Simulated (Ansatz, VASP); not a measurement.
One calculation of NaIn3H2, two programs

```
Na In H
1.0
     5.95898    0.00000    0.00000
    -2.97949    5.16063    0.00000
     0.00000    0.00000    3.46716
Na In H
1 3 2
Direct
  0.00000 0.00000 0.00000
  0.50000 0.00000 0.50000
  0.50000 0.50000 0.50000
  0.00000 0.50000 0.50000
  0.33333 0.66667 0.00000
  0.66667 0.33333 0.00000
```

Change from the starting cell: species swapped into the GdB2Rh3 type (P6/mmm, No. 191).

Alike in both runs: task single point; functional PBE; k mesh 3 × 3 × 6; occupations gaussian, width 0.1 eV; no spin polarisation.

```csv
,VASP,Ansatz
version,VASP 6.6.1,Ansatz 0.2.0
potentials or method,"VASP PAW PBE potentials, release 64 (Na_pv, In_d, H), cutoff 520 eV","scalar-relativistic, plane waves, PAW"
valence electrons in the cell,48,50
```

VASP gave:

```
gap on the k mesh at the Fermi level (eV)                     : none
pressure (GPa)                                                : 5.9
traceless stress, the component that is largest in VASP (GPa) : -0.70
```

**Question.** Which values does Ansatz return?

**Answer.** gap on the k mesh at the Fermi level (eV): none; pressure (GPa): 5.9; traceless stress, the component that is largest in VASP (GPa): -0.71.

A gap of «none» marks a metal or a gap that the smearing closes. VASP's potentials hold 48 valence electrons a cell and Ansatz's 50, so a difference there can come from the potentials and not from the codes.

The k mesh is coarse, so the values compare programs but aren't converged.
